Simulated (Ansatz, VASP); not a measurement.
## Ge in VASP and in Ansatz

Contents of INCAR:

```
  ALGO = Normal
  EDIFF = 1E-7
  ENCUT = 520
  GGA = PS
  ISIF = 2
  ISMEAR = 0
  LASPH = T
  LCHARG = T
  LELF = T
  LREAL = F
  LVHAR = T
  LWAVE = F
  NBANDS = 21
  NELM = 100
  PREC = Accurate
  SIGMA = 0.15
```

File KPOINTS:

```
k-points
0
Gamma
  14 14 14
```

POSCAR

```
Ge
1.0
   -0.0141438500      2.8287700000      2.8287700000
    2.8287700000     -0.0141438500      2.8287700000
    2.8146261500      2.8146261500      0.0000000000
Ge
2
Direct
    0.5000000000      0.5000000000      0.5000000000
    0.7500000000      0.7500000000      0.7500000000
```

Input for Ansatz:

```yaml
crystal:
  lattice:
    - [-0.01414385, 2.82877, 2.82877]
    - [2.82877, -0.01414385, 2.82877]
    - [2.81462615, 2.81462615, 0.0]
  atoms:
    - { symbol: Ge, position: [0.5, 0.5, 0.5] }
    - { symbol: Ge, position: [0.75, 0.75, 0.75] }
basis:
  ecutwfc: 420
kpoints:
  mp_grid: { grid: [14, 14, 14] }
hamiltonian:
  xc: pbesol
scf:
  occupations: { method: gaussian, width: 0.15 }
output:
  forces: true
  stress: true
  eigenvalues: true
```

Change from the starting cell: strain -0.0100 x Voigt [0, 0, 0, 0, 0, 1], atoms carried along.

Alike in both runs: task single point; functional PBEsol; k mesh 14 × 14 × 14; occupations gaussian, width 0.15 eV; no spin polarisation.

|  | VASP | Ansatz |
| --- | --- | --- |
| version | VASP 6.6.1 | Ansatz 0.2.0 |
| potentials or method | VASP PAW PBE potentials, release 64 (Ge_d), cutoff 520 eV | scalar-relativistic, plane waves, PAW |
| valence electrons in the cell | 28 | 28 |

```csv
,VASP,Ansatz,Ansatz less VASP
pressure (GPa),0.6,0.7,+0.11
"traceless stress, the component that is largest in VASP (GPa)",0.83,0.83,0.000
rms of the force components (eV/Å),0.050,0.051,+0.0005
```

VASP's potentials were made for PBE, not for PBEsol. Atom by atom the forces differ by 0.000 eV/Å (rms over components).
